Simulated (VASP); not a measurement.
# CdBr (P4/mmm) in VASP: a series of runs, part 2 of 3

VASP 6.6.1. Earlier steps stand in the parts before.

## 3. Single point, PBE (26.30 Å³/atom)

This run uses another cell than the first one, of 26.30 Å³/atom.

File INCAR:

```
  ALGO = Normal
  EDIFF = 1E-6
  ENCUT = 520
  GGA = PE
  ISIF = 2
  ISMEAR = -1
  LASPH = T
  LCHARG = F
  LREAL = F
  LWAVE = F
  NBANDS = 16
  NELM = 60
  PREC = Accurate
  SIGMA = 0.05
```

File KPOINTS:

```
k-points
0
Gamma
  8 8 6
```

File POSCAR:

```
CdBr
1.0
    3.3177764788      0.0000000000      0.0000000000
    0.0000000000      3.3177764788      0.0000000000
    0.0000000000      0.0000000000      4.7782502819
Cd Br
1 1
Direct
    0.0000000000      0.0000000000      0.0000000000
    0.5000000000      0.5000000000      0.5000000000
```

Potentials or basis: VASP PAW PBE potentials, release 64 (Cd, Br).

Launch:

```bash
$ cat potpaw_PBE.64/Cd/POTCAR potpaw_PBE.64/Br/POTCAR > POTCAR
$ mpirun -np 1 vasp_std > vasp.out
```

OUTCAR:

```text
EDIFF = 1E-6
   ENCUT = 520
   GGA = PE
   ISIF = 2
   ISMEAR = -1
   LASPH = T
   LREAL = F
   NELM = 60
   PREC = Accurate

 ion  position               nearest neighbor table
   1  0.000  0.000  0.000-
   2  0.500  0.500  0.500-

  LATTYP: Found a simple tetragonal cell.
 ALAT       =     3.3177764788
 C/A-ratio  =     1.4401965631

  Lattice vectors:

 A1 = (   3.3177764788,   0.0000000000,   0.0000000000)
 A2 = (   0.0000000000,   3.3177764788,   0.0000000000)
 A3 = (   0.0000000000,   0.0000000000,   4.7782502819)

Analysis of symmetry for initial positions (statically):
=====================================================================
 Subroutine PRICEL returns:
 Original cell was already a primitive cell.

 Routine SETGRP: Setting up the symmetry group for a
 simple tetragonal supercell.

 Subroutine GETGRP returns: Found 16 space group operations
 (whereof 16 operations were pure point group operations)
 out of a pool of 16 trial point group operations.

The static configuration has the point symmetry D_4h.

Analysis of symmetry for dynamics (positions and initial velocities):
=====================================================================
 Subroutine PRICEL returns:
 Original cell was already a primitive cell.

 Routine SETGRP: Setting up the symmetry group for a
 simple tetragonal supercell.

 Subroutine GETGRP returns: Found 16 space group operations
 (whereof 16 operations were pure point group operations)
 out of a pool of 16 trial point group operations.

The dynamic configuration has the point symmetry D_4h.

 Subroutine INISYM returns: Found 16 space group operations
 (whereof 16 operations are pure point group operations),
 and found     1 'primitive' translations

----------------------------------------------------------------------------------------

                                     Primitive cell

  volume of cell :      52.5973

  direct lattice vectors                    reciprocal lattice vectors
     3.317776479  0.000000000  0.000000000     0.301406682  0.000000000  0.000000000
     0.000000000  3.317776479  0.000000000     0.000000000  0.301406682  0.000000000
     0.000000000  0.000000000  4.778250282     0.000000000  0.000000000  0.209281628

  length of vectors
     3.317776479  3.317776479  4.778250282     0.301406682  0.301406682  0.209281628

  position of ions in fractional coordinates (direct lattice)
     0.000000000  0.000000000  0.000000000
     0.500000000  0.500000000  0.500000000

  ion indices of the primitive-cell ions
   primitive index   ion index
                 1           1
                 2           2

----------------------------------------------------------------------------------------

 KPOINTS: k-points

Automatic generation of k-mesh.
 Grid dimensions read from file:
 generate k-points for:    8    8    6

 Generating k-lattice:

  Cartesian coordinates                     Fractional coordinates (reciprocal lattice)
     0.037675835  0.000000000  0.000000000     0.125000000  0.000000000  0.000000000
     0.000000000  0.037675835  0.000000000     0.000000000  0.125000000  0.000000000
     0.000000000  0.000000000  0.034880271     0.000000000  0.000000000  0.166666667

  Length of vectors
     0.037675835  0.037675835  0.034880271

  Shift w.r.t. Gamma in fractional coordinates (k-lattice)
     0.000000000  0.000000000  0.000000000

 Subroutine IBZKPT returns following result:
 ===========================================

 Found     60 irreducible k-points:

 Following reciprocal coordinates:
            Coordinates               Weight
  0.000000  0.000000  0.000000      1.000000
  0.125000  0.000000  0.000000      4.000000
  0.250000  0.000000  0.000000      4.000000
  0.375000  0.000000  0.000000      4.000000
  0.500000  0.000000  0.000000      2.000000
  0.125000  0.125000  0.000000      4.000000
[... 16 lines left out ...]
  0.375000  0.125000  0.166667     16.000000
  0.500000  0.125000  0.166667      8.000000
 [... further k-points ...]
   k-points           NKPTS =     60   k-points in BZ     NKDIM =     60   number of bands    NBANDS=     16
   number of dos      NEDOS =    301   number of ions     NIONS =      2
   total plane-waves  NPLWV =  28224
   dimension x,y,z NGX =    28 NGY =   28 NGZ =   36
   dimension x,y,z NGXF=    56 NGYF=   56 NGZF=   72
   ions per type =               1   1
   NGX,Y,Z   is equivalent  to a cutoff of  14.03, 14.03, 12.53 a.u.
   NGXF,Y,Z  is equivalent  to a cutoff of  28.06, 28.06, 25.05 a.u.
 SYSTEM =  unknown system
   PREC   = accura    normal or accurate (medium, high low for compatibility)
   ISTART =      0    job   : 0-new  1-cont  2-samecut
   ICHARG =      2    charge: 1-file 2-atom 10-const
   ISPIN  =      1    spin polarized calculation?
   LNONCOLLINEAR =      F non collinear calculations
   LSORBIT =      F    spin-orbit coupling
   LASPH  =      T    aspherical Exc in radial PAW
   ENCUT  =  520.0 eV  38.22 Ry    6.18 a.u.   6.17  6.17  8.88*2*pi/ulx,y,z
   NELM   =     60;   NELMIN=  2; NELMDL= -5     # of ELM steps
   EDIFF  = 0.1E-05   stopping-criterion for ELM
   LREAL  =      F    real-space projection
   EDIFFG = 0.1E-04   stopping-criterion for IOM
   NSW    =      0    number of steps for IOM
   IBRION =     -1    ionic relax: 0-MD 1-quasi-New 2-CG
   NFREE  =      0    steps in history (QN), initial steepest desc. (CG)
   ISIF   =      2    stress and relaxation
   ISYM   =      2    0-nonsym 1-usesym 2-fastsym
   POTIM  = 0.5000    time-step for ionic-motion
   TEBEG  =    0.0;   TEEND  =   0.0 temperature during run
   PSTRESS=    0.0 pullay stress
   NELECT =      19.0000    total number of electrons
   NUPDOWN=      -1.0000    fix difference up-down
   EMIN   =  10.00;   EMAX   =-10.00  energy-range for DOS
   EFERMI =   0.00;   METHOD = LEGACY
   ISMEAR =    -1;   SIGMA  =   0.05  broadening in eV -4-tet -1-fermi 0-gaus
   EFERMI_NEDOS =   21; number of points for ismear=-14 and -15
   IALGO  =     38    algorithm
   IMIX   =      4    mixing-type and parameters
     AMIX     =   0.40;   BMIX     =  1.00
     AMIX_MAG =   1.60;   BMIX_MAG =  1.00
  volume/ion in A,a.u.               =      26.30       177.47
  Fermi-wavevector in a.u.,A,eV,Ry     =   1.165928  2.203284 18.495591  1.359388
  Thomas-Fermi vector in A             =   2.302447
   LORBIT       =      0    0 simple, 1 ext, 2 COOP (PROOUT), +10 PAW based schemes
   GGA     = PE    functional components
   LHFCALC =     F    Hartree Fock is set to
   AEXX    =    0.0000 exact exchange contribution
   IVDW    =     0    specifies the selected vdW correction
   LEPSILON=     F    determine dielectric tensor
   LRPA    =     F    only Hartree local field effects (RPA)
 non-spin polarized calculation
  energy-cutoff  :      520.00
  volume of cell :       52.60
 maximum number of plane-waves:      1436
 NGX is ok and might be reduce to    28
   NGX = 13   NGY = 13   NGZ = 17

 number of electron      19.0000005 magnetization

 Free energy of the ion-electron system (eV)
  ---------------------------------------------------
  ext. energy  EPLUGINS =         0.00000000
  ---------------------------------------------------
  free energy    TOTEN  =        -2.42688103 eV

  energy without entropy =       -2.41533457  energy(sigma->0) =       -2.42110780

 E-fermi :   1.8864     XC(G=0):  -9.6040

 val. band max:        1.8470774178   @ k =   0.3750   0.1250   0.1667
 cond. band min:       1.9002126804   @ k =   0.3750   0.2500   0.3333
 fundamental gap:      0.0531352625
 Fermi energy:         1.8863981146

 k-point     1 :       0.0000    0.0000    0.0000
  band No.  band energies     occupation
      1     -13.1512      2.00000
      2      -6.8128      2.00000
      3      -6.5490      2.00000
      4      -6.2096      2.00000
      5      -6.2096      2.00000
      6      -6.1568      2.00000
[... 8 lines left out ...]
     15      11.9111      0.00000
     16      15.1651      0.00000
[... 419 lines left out ...]
 k-point    24 :       0.5000    0.1250    0.1667
  band No.  band energies     occupation
      1     -12.4235      2.00000
      2      -6.5483      2.00000
      3      -6.5073      2.00000
      4      -6.3894      2.00000
      5      -6.2315      2.00000
      6      -6.1892      2.00000
[... 8 lines left out ...]
     15      12.8062      0.00000
     16      14.0000      0.00000

 [... further k-points ...]

------------------------ aborting loop because EDIFF is reached ----------------------------------------

  FORCE on cell =-STRESS in cart. coord.  units (eV):
  Direction    XX          YY          ZZ          XY          YZ          ZX
  --------------------------------------------------------------------------------------
  -------------------------------------------------------------------------------------
  Total        1.6520957      1.6520957     -1.9096823      0.0000000      0.0000000      0.0000000
  in kB       50.3248667     50.3248667    -58.1712731      0.0000000      0.0000000      0.0000000
  external PRESSURE =      14.1594868 kB  Pullay stress =       0.0000000 kB

 VOLUME and BASIS-vectors are now :
 -----------------------------------------------------------------------------
  energy-cutoff  :      520.00
  volume of cell :       52.60
      direct lattice vectors                 reciprocal lattice vectors
     3.317776479  0.000000000  0.000000000     0.301406682  0.000000000  0.000000000
     0.000000000  3.317776479  0.000000000     0.000000000  0.301406682  0.000000000
     0.000000000  0.000000000  4.778250282     0.000000000  0.000000000  0.209281628

 POSITION                                       TOTAL-FORCE (eV/Angst)
 -----------------------------------------------------------------------------------
      0.00000      0.00000      0.00000         0.000000      0.000000      0.000000
      1.65889      1.65889      2.38913         0.000000      0.000000      0.000000
 -----------------------------------------------------------------------------------
    total drift:                               -0.000000      0.000000      0.000000

  FREE ENERGIE OF THE ION-ELECTRON SYSTEM (eV)
  ---------------------------------------------------
  free  energy   TOTEN  =        -2.4268810282 eV

  energy  without entropy=       -2.4153345654  energy(sigma->0) =       -2.42110780
```

Run time: 25 s. Hardware: 1 thread of AMD EPYC 9R45 (Zen 5), shared host; peak memory 0.17 GiB.

Results:

- Free energy: -2.4269 eV
- Pressure: 1.4 GPa
- Band gap on the k mesh: zero (an odd number of electrons rules out a gap without spin polarisation)

Levels at points of the mesh, in eV from the Fermi level:
| k point | band 5 | band 6 | band 7 | band 8 | band 9 | band 10 | band 11 | band 12 | band 13 | band 14 |
| --- | --- | --- | --- | --- | --- | --- | --- | --- | --- | --- |
| (0.00, 0.00, 0.00) | -8.10 | -8.04 | -3.79 | -3.55 | -0.75 | -0.75 | 6.64 | 7.14 | 8.10 | 10.02 |
| (0.50, 0.00, 0.00) | -8.12 | -8.07 | -4.95 | -2.34 | -0.16 | 0.66 | 0.81 | 3.73 | 8.87 | 10.10 |
| (0.50, 0.50, 0.00) | -8.07 | -7.86 | -3.76 | -3.76 | -1.98 | 1.00 | 3.82 | 3.82 | 6.64 | 7.33 |
| (0.00, 0.00, 0.50) | -8.12 | -8.04 | -6.14 | -0.58 | -0.58 | 0.95 | 3.14 | 8.31 | 8.35 | 8.35 |
| (0.50, 0.00, 0.50) | -8.08 | -8.02 | -4.53 | -3.86 | -1.51 | -0.18 | 3.64 | 7.28 | 8.71 | 11.04 |
| (0.50, 0.50, 0.50) | -8.03 | -7.86 | -3.23 | -3.23 | -2.14 | 1.95 | 1.95 | 2.04 | 3.42 | 9.60 |

Caveat: an odd number of electrons without spin polarisation forces a metal; a magnetic or distorted state may lie lower.

(Part 2 of 3 ends here.)
